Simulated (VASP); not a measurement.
# ZnCu2SnSe4 (I-4) in VASP: settings compared

Aim: see how the results for ZnCu2SnSe4 move with the level of theory and the settings. Levels: LDA, PBE, r2SCAN. Tasks: single point.

Program: VASP 6.6.1. These are calculated values, not measurements. Logs are shortened: lines on timing, memory, paths and dates and some standing lists are left out, and cuts for length are marked.

## 1. The cell of the first run

The structure is tetragonal, space group I-4 (No. 82). Conventional cell: a = 5.699 Å, b = 5.699 Å, c = 11.383 Å, α = 90.00°, β = 90.00°, γ = 90.00°. Zn (site symmetry -4) has 4 Se at 2.46 Å within 3.3 Å. Cu (site symmetry -4) has 4 Se at 2.41 Å within 3.2 Å. Within 3.2 Å of Cu (site symmetry -4) lie 4 Se at 2.42 Å. Sn (site symmetry -4) has 4 Se at 2.58 Å within 3.4 Å. Se (site symmetry 1) has 2 Cu at 2.41 to 2.42 Å and 1 Zn at 2.46 Å and 1 Sn at 2.58 Å within 3.2 Å.

## 2. Single point, LDA

File INCAR:

```
SYSTEM = ZnCu2SnSe4
PREC = Accurate ; ENCUT = 520
EDIFF = 1E-6 ; ISMEAR = -1
SIGMA = 0.02 ; LREAL = .FALSE.
LASPH = .TRUE. ; NELM = 100
ALGO = Normal ; ISIF = 2
LWAVE = .FALSE. ; LCHARG = .FALSE.
GGA = CA ; NBANDS = 46
```

File KPOINTS:

```
Automatic mesh
0
G
  6 6 6
  0 0 0
```

File POSCAR:

```
ZnCu2SnSe4
1.0
   -2.8497305688      2.8497305688      5.6916833127
    2.8497305688     -2.8497305688      5.6916833127
    2.8497305688      2.8497305688     -5.6916833127
Zn Cu Sn Se
1 2 1 4
Direct
    0.7500000000      0.2500000000      0.5000000000
    0.2500000000      0.7500000000      0.5000000000
    0.0000000000      0.0000000000      0.0000000000
    0.5000000000      0.5000000000      0.0000000000
    0.6291533399      0.6368073584      0.5258262292
    0.1109811293      0.1033271107      0.4741737708
    0.8966728893      0.3708466601      0.0076540185
    0.3631926416      0.8890188707      0.9923459815
```

Potentials or basis: VASP PAW LDA potentials, release 64 (Zn, Cu, Sn_d, Se).

Run with:

```bash
$ cat potpaw_LDA.64/Zn/POTCAR potpaw_LDA.64/Cu/POTCAR potpaw_LDA.64/Sn_d/POTCAR potpaw_LDA.64/Se/POTCAR > POTCAR
$ mpirun -np 1 vasp_std > vasp.out
```

OUTCAR:

```text
SYSTEM = ZnCu2SnSe4
   PREC = Accurate
   ENCUT = 520
   EDIFF = 1E-6
   ISMEAR = -1
   LREAL = .FALSE.
   LASPH = .TRUE.
   NELM = 100
   ISIF = 2
   GGA = CA

 ion  position               nearest neighbor table
   1  0.750  0.250  0.500-   7 2.46   5 2.46   8 2.46   6 2.46
   2  0.250  0.750  0.500-   6 2.41   7 2.41   5 2.41   8 2.41
   3  0.000  0.000  0.000-   6 2.42   8 2.42   7 2.42   5 2.42
   4  0.500  0.500  0.000-   8 2.58   6 2.58   5 2.58   7 2.58
   5  0.629  0.637  0.526-   2 2.41   3 2.42   1 2.46   4 2.58
   6  0.111  0.103  0.474-   2 2.41   3 2.42   1 2.46   4 2.58
   7  0.897  0.371  0.008-   2 2.41   3 2.42   1 2.46   4 2.58
   8  0.363  0.889  0.992-   2 2.41   3 2.42   1 2.46   4 2.58

  LATTYP: Found a body centered tetragonal cell.
 ALAT       =     5.6994611376
 C/A-ratio  =     1.9972706806

  Lattice vectors:

 A1 = (  -2.8497305688,   2.8497305688,   5.6916833127)
 A2 = (   2.8497305688,  -2.8497305688,   5.6916833127)
 A3 = (   2.8497305688,   2.8497305688,  -5.6916833127)

Analysis of symmetry for initial positions (statically):
=====================================================================
 Subroutine PRICEL returns:
 Original cell was already a primitive cell.

 Routine SETGRP: Setting up the symmetry group for a
 body centered tetragonal supercell.

 Subroutine GETGRP returns: Found  4 space group operations
 (whereof  4 operations were pure point group operations)
 out of a pool of 16 trial point group operations.

The static configuration has the point symmetry S_4 .

Analysis of symmetry for dynamics (positions and initial velocities):
=====================================================================
 Subroutine PRICEL returns:
 Original cell was already a primitive cell.

 Routine SETGRP: Setting up the symmetry group for a
 body centered tetragonal supercell.

 Subroutine GETGRP returns: Found  4 space group operations
 (whereof  4 operations were pure point group operations)
 out of a pool of 16 trial point group operations.

The dynamic configuration has the point symmetry S_4 .

 Subroutine INISYM returns: Found  4 space group operations
 (whereof  4 operations are pure point group operations),
 and found     1 'primitive' translations

----------------------------------------------------------------------------------------

                                     Primitive cell

  volume of cell :     184.8878

  direct lattice vectors                    reciprocal lattice vectors
    -2.849730569  2.849730569  5.691683313     0.000000000  0.175455184  0.087847474
     2.849730569 -2.849730569  5.691683313     0.175455184  0.000000000  0.087847474
     2.849730569  2.849730569 -5.691683313     0.175455184  0.175455184  0.000000000

  length of vectors
     6.974036676  6.974036676  6.974036676     0.196218501  0.196218501  0.248131100

  position of ions in fractional coordinates (direct lattice)
     0.750000000  0.250000000  0.500000000
     0.250000000  0.750000000  0.500000000
     0.000000000  0.000000000  0.000000000
     0.500000000  0.500000000  0.000000000
     0.629153340  0.636807358  0.525826229
     0.110981129  0.103327111  0.474173771
     0.896672889  0.370846660  0.007654018
     0.363192642  0.889018871  0.992345982

  ion indices of the primitive-cell ions
   primitive index   ion index
                 1           1
                 2           2
                 3           3
                 4           4
                 5           5
                 6           6
                 7           7
                 8           8

----------------------------------------------------------------------------------------

 KPOINTS: Automatic mesh

Automatic generation of k-mesh.
 Grid dimensions read from file:
 generate k-points for:    6    6    6

 Generating k-lattice:

  Cartesian coordinates                     Fractional coordinates (reciprocal lattice)
     0.000000000  0.029242531  0.014641246     0.166666667 -0.000000000  0.000000000
     0.029242531  0.000000000  0.014641246    -0.000000000  0.166666667  0.000000000
     0.029242531  0.029242531  0.000000000     0.000000000  0.000000000  0.166666667

  Length of vectors
     0.032703083  0.032703083  0.041355183

  Shift w.r.t. Gamma in fractional coordinates (k-lattice)
     0.000000000  0.000000000  0.000000000

 Subroutine IBZKPT returns following result:
 ===========================================

 Found     36 irreducible k-points:

 Following reciprocal coordinates:
            Coordinates               Weight
  0.000000  0.000000  0.000000      1.000000
  0.166667 -0.000000  0.000000      8.000000
  0.333333 -0.000000  0.000000      8.000000
  0.500000  0.000000  0.000000      4.000000
  0.166667  0.166667  0.000000      8.000000
  0.333333  0.166667  0.000000      8.000000
[... 16 lines left out ...]
  0.333333 -0.333333  0.166667      4.000000
 -0.166667  0.333333  0.166667      8.000000
 [... further k-points ...]
   k-points           NKPTS =     36   k-points in BZ     NKDIM =     36   number of bands    NBANDS=     46
   number of dos      NEDOS =    301   number of ions     NIONS =      8
   total plane-waves  NPLWV = 157464
   dimension x,y,z NGX =    54 NGY =   54 NGZ =   54
   dimension x,y,z NGXF=   108 NGYF=  108 NGZF=  108
   ions per type =               1   2   1   4
   NGX,Y,Z   is equivalent  to a cutoff of  12.87, 12.87, 12.87 a.u.
   NGXF,Y,Z  is equivalent  to a cutoff of  25.74, 25.74, 25.74 a.u.
 SYSTEM =  ZnCu2SnSe4
   PREC   = accura    normal or accurate (medium, high low for compatibility)
   ISTART =      0    job   : 0-new  1-cont  2-samecut
   ICHARG =      2    charge: 1-file 2-atom 10-const
   ISPIN  =      1    spin polarized calculation?
   LNONCOLLINEAR =      F non collinear calculations
   LSORBIT =      F    spin-orbit coupling
   LASPH  =      T    aspherical Exc in radial PAW
   ENCUT  =  520.0 eV  38.22 Ry    6.18 a.u.  12.97 12.97 12.97*2*pi/ulx,y,z
   NELM   =    100;   NELMIN=  2; NELMDL= -5     # of ELM steps
   EDIFF  = 0.1E-05   stopping-criterion for ELM
   LREAL  =      F    real-space projection
   EDIFFG = 0.1E-04   stopping-criterion for IOM
   NSW    =      0    number of steps for IOM
   IBRION =     -1    ionic relax: 0-MD 1-quasi-New 2-CG
   NFREE  =      0    steps in history (QN), initial steepest desc. (CG)
   ISIF   =      2    stress and relaxation
   ISYM   =      2    0-nonsym 1-usesym 2-fastsym
   POTIM  = 0.5000    time-step for ionic-motion
   TEBEG  =    0.0;   TEEND  =   0.0 temperature during run
   PSTRESS=    0.0 pullay stress
   NELECT =      72.0000    total number of electrons
   NUPDOWN=      -1.0000    fix difference up-down
   EMIN   =  10.00;   EMAX   =-10.00  energy-range for DOS
   EFERMI =   0.00;   METHOD = LEGACY
   ISMEAR =    -1;   SIGMA  =   0.02  broadening in eV -4-tet -1-fermi 0-gaus
   EFERMI_NEDOS =   21; number of points for ismear=-14 and -15
   IALGO  =     38    algorithm
   IMIX   =      4    mixing-type and parameters
     AMIX     =   0.40;   BMIX     =  1.00
     AMIX_MAG =   1.60;   BMIX_MAG =  1.00
  volume/ion in A,a.u.               =      23.11       155.96
  Fermi-wavevector in a.u.,A,eV,Ry     =   1.195500  2.259167 19.445720  1.429220
  Thomas-Fermi vector in A             =   2.331464
   LORBIT       =      0    0 simple, 1 ext, 2 COOP (PROOUT), +10 PAW based schemes
   GGA     = CA    functional components
   LHFCALC =     F    Hartree Fock is set to
   AEXX    =    0.0000 exact exchange contribution
   IVDW    =     0    specifies the selected vdW correction
   LEPSILON=     F    determine dielectric tensor
   LRPA    =     F    only Hartree local field effects (RPA)
 non-spin polarized calculation
  energy-cutoff  :      520.00
  volume of cell :      184.89
 maximum number of plane-waves:      5009
 NGX is ok and might be reduce to    54
   NGX = 25   NGY = 25   NGZ = 25

 number of electron      72.0000007 magnetization

 Free energy of the ion-electron system (eV)
  ---------------------------------------------------
  ext. energy  EPLUGINS =         0.00000000
  ---------------------------------------------------
  free energy    TOTEN  =       -35.22763929 eV

  energy without entropy =      -35.22727911  energy(sigma->0) =      -35.22745920

 E-fermi :   3.7794     XC(G=0):  -9.8085

 val. band max:        3.7498090564   @ k =   0.0000   0.0000   0.0000
 cond. band min:       3.7860048187   @ k =   0.0000   0.0000   0.0000
 fundamental gap:      0.0361957623
 Fermi energy:         3.7793764046

 k-point     1 :       0.0000    0.0000    0.0000
  band No.  band energies     occupation
      1     -18.3261      2.00000
      2     -18.3228      2.00000
      3     -18.3228      2.00000
      4     -18.2656      2.00000
      5     -18.2619      2.00000
      6     -10.5469      2.00000
[... 38 lines left out ...]
     45       8.7806      0.00000
     46       9.2095      0.00000

 k-point     2 :       0.1667   -0.0000    0.0000
  band No.  band energies     occupation
      1     -18.3262      2.00000
      2     -18.3229      2.00000
      3     -18.3228      2.00000
      4     -18.2656      2.00000
      5     -18.2618      2.00000
      6     -10.4659      2.00000
[... 38 lines left out ...]
     45       8.7956      0.00000
     46       9.2443      0.00000

 k-point     3 :       0.3333   -0.0000    0.0000
  band No.  band energies     occupation
      1     -18.3263      2.00000
      2     -18.3230      2.00000
      3     -18.3228      2.00000
      4     -18.2654      2.00000
      5     -18.2618      2.00000
      6     -10.2441      2.00000
[... 1018 lines left out ...]
     45       9.4469      0.00000
     46       9.6828      0.00000

 k-point    24 :      -0.1667    0.3333    0.1667
  band No.  band energies     occupation
      1     -18.3264      2.00000
      2     -18.3231      2.00000
      3     -18.3228      2.00000
      4     -18.2653      2.00000
      5     -18.2617      2.00000
      6     -10.0383      2.00000
[... 38 lines left out ...]
     45       9.4045      0.00000
     46       9.6188      0.00000

 [... further k-points ...]

------------------------ aborting loop because EDIFF is reached ----------------------------------------

  FORCE on cell =-STRESS in cart. coord.  units (eV):
  Direction    XX          YY          ZZ          XY          YZ          ZX
  --------------------------------------------------------------------------------------
  -------------------------------------------------------------------------------------
  Total       -3.5546757     -3.5546757     -3.5749789     -0.0000000      0.0000000      0.0000000
  in kB      -30.8036546    -30.8036546    -30.9795955     -0.0000003      0.0000000      0.0000000
  external PRESSURE =     -30.8623016 kB  Pullay stress =       0.0000000 kB

 VOLUME and BASIS-vectors are now :
 -----------------------------------------------------------------------------
  energy-cutoff  :      520.00
  volume of cell :      184.89
      direct lattice vectors                 reciprocal lattice vectors
    -2.849730569  2.849730569  5.691683313     0.000000000  0.175455184  0.087847474
     2.849730569 -2.849730569  5.691683313     0.175455184  0.000000000  0.087847474
     2.849730569  2.849730569 -5.691683313     0.175455184  0.175455184  0.000000000

 POSITION                                       TOTAL-FORCE (eV/Angst)
 -----------------------------------------------------------------------------------
      0.00000      2.84973      2.84584        -0.000000      0.000000     -0.000000
      2.84973      0.00000      2.84584        -0.000000      0.000000     -0.000000
      0.00000      0.00000      0.00000        -0.000000      0.000000     -0.000000
      0.00000      0.00000      5.69168        -0.000000      0.000000     -0.000000
      1.52027      1.47665      4.21261         0.181370      0.063945     -0.077614
      1.32946      1.37308     -1.47907        -0.181370     -0.063945     -0.077614
     -1.47665      1.52027      7.17076        -0.063945      0.181370      0.077614
      4.32638      1.32946      1.47907         0.063945     -0.181370      0.077614
 -----------------------------------------------------------------------------------
    total drift:                                0.000000     -0.000000     -0.000001

  FREE ENERGIE OF THE ION-ELECTRON SYSTEM (eV)
  ---------------------------------------------------
  free  energy   TOTEN  =       -35.2276392923 eV

  energy  without entropy=      -35.2272791091  energy(sigma->0) =      -35.22745920
```

It took 10 min on 1 thread of Intel Xeon Platinum 8259CL at 2.50GHz (Skylake/Cascade Lake), shared host; peak memory 0.52 GiB.

What came out:

* Free energy: -35.2276 eV
* Pressure: -3.1 GPa
* Largest force: 0.207 eV/Å
* Band gap on the k mesh: 0.04 eV

Forces in eV/Å, atoms in the order of the input:
```
Zn   0.000  0.000  0.000
Cu   0.000  0.000  0.000
Cu   0.000  0.000  0.000
Sn   0.000  0.000  0.000
Se   0.181  0.064 -0.078
Se  -0.181 -0.064 -0.078
Se  -0.064  0.181  0.078
Se   0.064 -0.181  0.078
```

Levels at points of the mesh, in eV from the valence-band top:
```
           k point  band 33  band 34  band 35  band 36  band 37  band 38  band 39  band 40
(0.00, 0.00, 0.00)    -1.61    -0.27     0.00     0.00     0.04     1.67     2.28     3.41
(0.50, 0.00, 0.00)    -1.27    -1.22    -1.14    -0.58     1.39     2.75     2.90     3.85
(0.50, 0.50, 0.00)    -0.89    -0.76    -0.55    -0.40     0.21     1.75     2.60     3.69
(0.50, 0.50, 0.50)    -1.17    -1.17    -0.93    -0.93     0.93     1.72     1.72     1.98
```

Caveat: the cell stands under tension; semilocal functionals underestimate gaps, and a narrow one can read as zero; spin-orbit coupling is left out, which moves the levels of the heavy elements. A k mesh can miss the band edges.

## 3. Single point, PBE

This run uses another cell than the first one, of 23.93 Å³/atom.

File INCAR:

```
ALGO = Normal ; EDIFF = 1E-6
ENCUT = 520 ; GGA = PE
ISIF = 2 ; ISMEAR = -1
LASPH = True ; LCHARG = False
LREAL = False ; LWAVE = False
NBANDS = 46 ; NELM = 80
PREC = Accurate ; SIGMA = 0.02
```

File KPOINTS:

```
k-points
0
Gamma
  6 6 6
```

File POSCAR:

```
ZnCu2SnSe4
1.0
   -2.8826181922      2.8826181922      5.7597700668
    2.8826181922     -2.8826181922      5.7597700668
    2.8826181922      2.8826181922     -5.7597700668
Zn Cu Sn Se
1 2 1 4
Direct
    0.7500000000      0.2500000000      0.5000000000
    0.2500000000      0.7500000000      0.5000000000
    0.0000000000      0.0000000000      0.0000000000
    0.5000000000      0.5000000000      0.0000000000
    0.6293908050      0.6387022111      0.5285255666
    0.1101766445      0.1008652385      0.4714744334
    0.8991347615      0.3706091950      0.0093114060
    0.3612977889      0.8898233555      0.9906885940
```

Potentials or basis: VASP PAW PBE potentials, release 64 (Zn, Cu, Sn_d, Se).

Run with:

```bash
$ cat potpaw_PBE.64/Zn/POTCAR potpaw_PBE.64/Cu/POTCAR potpaw_PBE.64/Sn_d/POTCAR potpaw_PBE.64/Se/POTCAR > POTCAR
$ mpirun -np 1 vasp_std > vasp.out
```

OUTCAR:

```text
EDIFF = 1E-6
   ENCUT = 520
   GGA = PE
   ISIF = 2
   ISMEAR = -1
   LASPH = True
   LREAL = False
   NELM = 80
   PREC = Accurate

 ion  position               nearest neighbor table
   1  0.750  0.250  0.500-   7 2.50   8 2.50   6 2.50   5 2.50
   2  0.250  0.750  0.500-   5 2.43   7 2.43   8 2.43   6 2.43
   3  0.000  0.000  0.000-   6 2.44   8 2.44   5 2.44   7 2.44
   4  0.500  0.500  0.000-   7 2.63   8 2.63   6 2.63   5 2.63
   5  0.629  0.639  0.529-   2 2.43   3 2.44   1 2.50   4 2.63
   6  0.110  0.101  0.471-   2 2.43   3 2.44   1 2.50   4 2.63
   7  0.899  0.371  0.009-   2 2.43   3 2.44   1 2.50   4 2.63
[... 1389 lines left out ...]
  Total        0.1576553      0.1576553      0.1937685     -0.0000001      0.0000000      0.0000000
  in kB        1.3194099      1.3194099      1.6216394     -0.0000004      0.0000000      0.0000000
  external PRESSURE =       1.4201531 kB  Pullay stress =       0.0000000 kB

 VOLUME and BASIS-vectors are now :
 -----------------------------------------------------------------------------
  energy-cutoff  :      520.00
  volume of cell :      191.44
      direct lattice vectors                 reciprocal lattice vectors
    -2.882618192  2.882618192  5.759770067     0.000000000  0.173453426  0.086809021
     2.882618192 -2.882618192  5.759770067     0.173453426  0.000000000  0.086809021
     2.882618192  2.882618192 -5.759770067     0.173453426  0.173453426  0.000000000

 POSITION                                       TOTAL-FORCE (eV/Angst)
 -----------------------------------------------------------------------------------
     -0.00000      2.88262      2.87989        -0.000000     -0.000000     -0.000000
      2.88262     -0.00000      2.87989        -0.000000     -0.000000     -0.000000
      0.00000      0.00000      0.00000        -0.000000      0.000000     -0.000000
      0.00000      0.00000      5.75977        -0.000000      0.000000     -0.000000
      1.55038      1.49670      4.25974        -0.015180     -0.007598      0.006814
      1.33224      1.38592     -1.50003         0.015180      0.007598      0.006814
     -1.49670      1.55038      7.25980         0.007598     -0.015180     -0.006814
      4.37931      1.33224      1.50003        -0.007598      0.015180     -0.006814
 -----------------------------------------------------------------------------------
    total drift:                                0.000014      0.000014      0.000014

  FREE ENERGIE OF THE ION-ELECTRON SYSTEM (eV)
  ---------------------------------------------------
  free  energy   TOTEN  =       -29.5923463567 eV

  energy  without entropy=      -29.5919475583  energy(sigma->0) =      -29.59214696
```

OSZICAR:

```text
N       E                     dE             d eps       ncg     rms          rms(c)
DAV:   1     0.700154145391E+03    0.70015E+03   -0.31407E+04  3318   0.187E+03
DAV:   2     0.873948940638E+02   -0.61276E+03   -0.59096E+03  3312   0.483E+02
DAV:   3    -0.233077974211E+02   -0.11070E+03   -0.10788E+03  4098   0.198E+02
DAV:   4    -0.310890126294E+02   -0.77812E+01   -0.76776E+01  4208   0.518E+01
DAV:   5    -0.314140275829E+02   -0.32501E+00   -0.32453E+00  4612   0.118E+01    0.122E+01
DAV:   6    -0.316493167414E+02   -0.23529E+00   -0.31869E+01  4956   0.891E+01    0.971E+00
DAV:   7    -0.295300011044E+02    0.21193E+01   -0.79907E+00  4394   0.670E+01    0.458E+00
DAV:   8    -0.296926584726E+02   -0.16266E+00   -0.35037E+00  5328   0.237E+01    0.320E+00
DAV:   9    -0.295990743227E+02    0.93584E-01   -0.11148E+00  4658   0.182E+01    0.806E-01
DAV:  10    -0.295908000313E+02    0.82743E-02   -0.88318E-02  4814   0.606E+00    0.204E-01
DAV:  11    -0.295918922002E+02   -0.10922E-02   -0.12431E-02  5168   0.206E+00    0.189E-01
DAV:  12    -0.295922972262E+02   -0.40503E-03   -0.22813E-03  5078   0.100E+00    0.575E-02
DAV:  13    -0.295923335497E+02   -0.36323E-04   -0.64157E-04  5088   0.402E-01    0.219E-02
DAV:  14    -0.295923383311E+02   -0.47814E-05   -0.72249E-05  4674   0.105E-01    0.137E-02
DAV:  15    -0.295923452306E+02   -0.68995E-05   -0.22415E-05  4442   0.453E-02    0.581E-03
DAV:  16    -0.295923463172E+02   -0.10866E-05   -0.25916E-06  3288   0.201E-02    0.226E-03
DAV:  17    -0.295923463567E+02   -0.39501E-07   -0.11892E-06  2674   0.122E-02
   1 F= -.29592346E+02 E0= -.29592147E+02  d E =-.398798E-03
```

It took 11 min on 1 thread of Intel Xeon Platinum 8259CL at 2.50GHz (Skylake/Cascade Lake), shared host; peak memory 0.61 GiB.

What came out:

* Free energy: -29.5923 eV
* Pressure: 0.1 GPa
* Largest force: 0.018 eV/Å
* Band gap on the k mesh: 0.03 eV

Forces in eV/Å, atoms in the order of the input:
```
Zn   0.000  0.000  0.000
Cu   0.000  0.000  0.000
Cu   0.000  0.000  0.000
Sn   0.000  0.000  0.000
Se  -0.015 -0.008  0.007
Se   0.015  0.008  0.007
Se   0.008 -0.015 -0.007
Se  -0.008  0.015 -0.007
```

Caveat: semilocal functionals underestimate gaps, and a narrow one can read as zero; spin-orbit coupling is left out, which moves the levels of the heavy elements.

(Part 1 of 2 ends here.)
